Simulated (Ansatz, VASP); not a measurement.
## One calculation of H, two programs

```xyz
4
Lattice="1.6265 -2.7939 0.0000 1.6265 2.7939 0.0000 0.0000 0.0000 6.3071" Properties=species:S:1:pos:R:3 pbc="T T T"
H     1.6265   -0.3242    6.4440
H     1.6265    0.3242   -0.1369
H     1.6265    0.3242    3.2905
H     1.6265   -0.3242    3.0166
```

Alike in both runs: task single point; functional PBE; k mesh 8 × 8 × 4; occupations gaussian, width 0.02 eV; no spin polarisation.

|  | VASP | Ansatz |
| --- | --- | --- |
| version | VASP 6.6.1 | Ansatz 0.2.0 |
| potentials or method | VASP PAW PBE potentials, release 64 (H), cutoff 520 eV | scalar-relativistic, plane waves, PAW |
| valence electrons in the cell | 4 | 4 |

```tsv
	VASP	Ansatz	Ansatz less VASP
gap on the k mesh at the Fermi level (eV)	8.85	8.85	-0.001
least direct gap on the mesh (eV)	8.89	8.89	0.000
pressure (GPa)	2.4	2.6	+0.19
traceless stress, the component that is largest in VASP (GPa)	3.64	3.70	+0.051
rms of the force components (eV/Å)	1.063	1.071	+0.0076
```

Atom by atom the forces differ by 0.008 eV/Å (rms over components). The functional is the same, so the differences come from potentials, cutoffs and numerics.
